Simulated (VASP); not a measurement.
BeTe: single point with r2SCAN

Crystal: BeTe.

```xyz
2
Lattice="0.0000 2.7989 2.7989 2.7989 0.0000 2.7989 2.7989 2.7989 0.0000" Properties=species:S:1:pos:R:3 pbc="T T T"
Be    0.0000    0.0000    0.0000
Te    4.1984    4.1984    4.1984
```

```yaml
Program: VASP 6.6.1
Task: single point
Functional: r2SCAN
Potentials_or_basis: VASP PAW PBE potentials, release 64 (Be, Te)
Cutoff: 520 eV
k_mesh: 8 × 8 × 8
Occupations: gaussian, width 0.01 eV
Spin: no spin polarisation
```

- Pressure: 2.2 GPa
- Band gap on the k mesh: 2.29 eV, indirect (least direct gap 4.00 eV)

Levels at points of the mesh, in eV from the valence-band top:
```
           k point  band 1  band 2  band 3  band 4  band 5  band 6  band 7  band 8
(0.00, 0.00, 0.00)  -12.92    0.00    0.00    0.00    4.00    4.00    4.00    4.65
(0.50, 0.00, 0.00)  -11.43   -5.89   -1.21   -1.21    3.60    5.00    5.00    8.47
(0.50, 0.50, 0.00)  -10.87   -5.45   -2.82   -2.82    2.29    2.96   10.69   10.69
```

Wall time 63 s on 1 thread of Intel(R) Xeon(R) Platinum 8375C CPU @ 2.90GHz (Ice Lake), on a shared host, peak memory 0.17 GiB.

Caveat: the PAW data sets were made with another functional, which shifts forces and pressure a little; spin-orbit coupling is left out, which moves the levels of the heavy elements. A k mesh can miss the band edges.
